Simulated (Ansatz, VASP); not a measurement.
One calculation of AlN, two programs

POSCAR

```
AlN
1.0
    3.0675501517      0.0000000000      0.0000000000
   -1.5337750759      2.6565763588      0.0000000000
    0.0000000000      0.0000000000      4.9785885509
Al N
2 2
Direct
    0.3333333333      0.6666666667      0.0003113942
    0.6666666667      0.3333333333      0.5003113942
    0.3333333333      0.6666666667      0.3796886058
    0.6666666667      0.3333333333      0.8796886058
```

Contents of INCAR.step1:

```
  PREC = Accurate
  ENCUT = 520
  EDIFF = 1E-5
  ISMEAR = 0
  SIGMA = 0.01
  LREAL = False
  LASPH = True
  NELM = 80
  ALGO = Normal
  ISIF = 2
  LWAVE = True
  LCHARG = False
  GGA = PE
  NBANDS = 16
```

The input INCAR.step2:

```
  PREC = Accurate
  ENCUT = 520
  EDIFF = 1E-6
  ISMEAR = 0
  SIGMA = 0.01
  LREAL = False
  LASPH = True
  NELM = 80
  ALGO = Normal
  ISIF = 2
  LWAVE = False
  LCHARG = False
  GGA = PE
  LHFCALC = True
  HFSCREEN = 0.2079
  PRECFOCK = Normal
  ISTART = 1
  NBANDS = 16
```

File KPOINTS:

```
regular mesh
0
Gamma
  6 6 4
```

Input for Ansatz:

```yaml
crystal:
  lattice:
    - [3.0675501517, 0.0, 0.0]
    - [-1.5337750759, 2.6565763588, 0.0]
    - [0.0, 0.0, 4.9785885509]
  atoms:
    - { symbol: Al, position: [0.3333333333, 0.6666666667, 0.0003113942] }
    - { symbol: Al, position: [0.6666666667, 0.3333333333, 0.5003113942] }
    - { symbol: "N", position: [0.3333333333, 0.6666666667, 0.3796886058] }
    - { symbol: "N", position: [0.6666666667, 0.3333333333, 0.8796886058] }
kpoints:
  mp_grid: { grid: [6, 6, 4] }
  band_path:
    path:
      - [0.0, 0.0, 0.0]
      - [0.5, 0.0, 0.0]
      - [0.3333333333, 0.3333333333, 0.0]
      - [0.0, 0.0, 0.5]
      - [0.5, 0.0, 0.5]
      - [0.3333333333, 0.3333333333, 0.5]
    npoints: 1
hamiltonian:
  xc: hse06
scf:
  occupations: { method: fixed }
  n_extra_bands: 5
output:
  forces: true
  stress: true
  eigenvalues: true
```

Change from the starting cell: biaxial_xy strain -1.3%.

Alike in both runs: task single point; functional HSE06; k mesh 6 × 6 × 4; no spin polarisation.

|  | VASP | Ansatz |
| --- | --- | --- |
| version | VASP 6.6.1 | Ansatz 0.2.0 |
| potentials or method | VASP PAW PBE potentials, release 64 (Al, N) | plane waves, PAW |
| plane-wave cutoff (eV) | 520 | 420 |
| occupations | gaussian, width 0.01 eV | fixed |
| valence electrons in the cell | 16 | 16 |

Ansatz gave:

| Property | Result |
| --- | --- |
| gap on the k mesh at the Fermi level (eV) | 5.91 |
| pressure (GPa) | 5.1 |
| traceless stress, the component that is largest in VASP (GPa) | -3.13 |
| rms of the force components (eV/Å) | 0.006 |

**Question.** What did VASP give for the same quantities?

**Answer.** gap on the k mesh at the Fermi level (eV): 5.90; pressure (GPa): 5.0; traceless stress, the component that is largest in VASP (GPa): -3.05; rms of the force components (eV/Å): 0.004.

Atom by atom the forces differ by 0.002 eV/Å (rms over components). Ansatz's warnings: stress exchange threshold loose, stress scf threshold loose.
